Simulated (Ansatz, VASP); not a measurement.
## Two plane-wave programs on Ti12H

```xyz
13
Lattice="5.9000 0.0000 0.0000 -4.4250 7.6643 0.0000 0.0000 0.0000 4.6846" Properties=species:S:1:pos:R:3 pbc="T T T"
Ti   -0.0021    0.0121    0.0047
Ti   -0.0040    1.6982    2.3565
Ti   -1.4802    2.5423   -0.0044
Ti   -1.4756    4.2272    2.3401
Ti   -2.9811    5.0896   -0.0082
Ti   -2.9813    6.8308    2.3497
Ti    2.9471    0.0301    0.0016
Ti    2.9516    1.7138    2.3462
Ti    1.4758    2.5575   -0.0145
Ti    1.4725    4.2438    2.3378
Ti    0.0285    5.0894   -0.0078
Ti    0.0300    6.8319    2.3520
H    -1.4820    5.9579    1.1711
```

Alike in both runs: functional PBE; k mesh 4 × 3 × 5; occupations fermi-dirac, width 0.15 eV; no spin polarisation.

Ansatz relaxed the structure, and its values are those at the end. VASP's run is a single point on that final structure, the one shown.

|  | VASP | Ansatz |
| --- | --- | --- |
| version | VASP 6.6.1 | Ansatz 0.2.0 |
| potentials or method | VASP PAW PBE potentials, release 64 (Ti_sv, H), cutoff 520 eV | scalar-relativistic, plane waves, PAW |
| valence electrons in the cell | 145 | 145 |

|  | VASP | Ansatz | Ansatz less VASP |
| --- | --- | --- | --- |
| rms of the force components (eV/Å) | 0.009 | 0.009 | -0.0006 |

With one functional, cell and mesh, what is left measures potentials, basis and numerics.
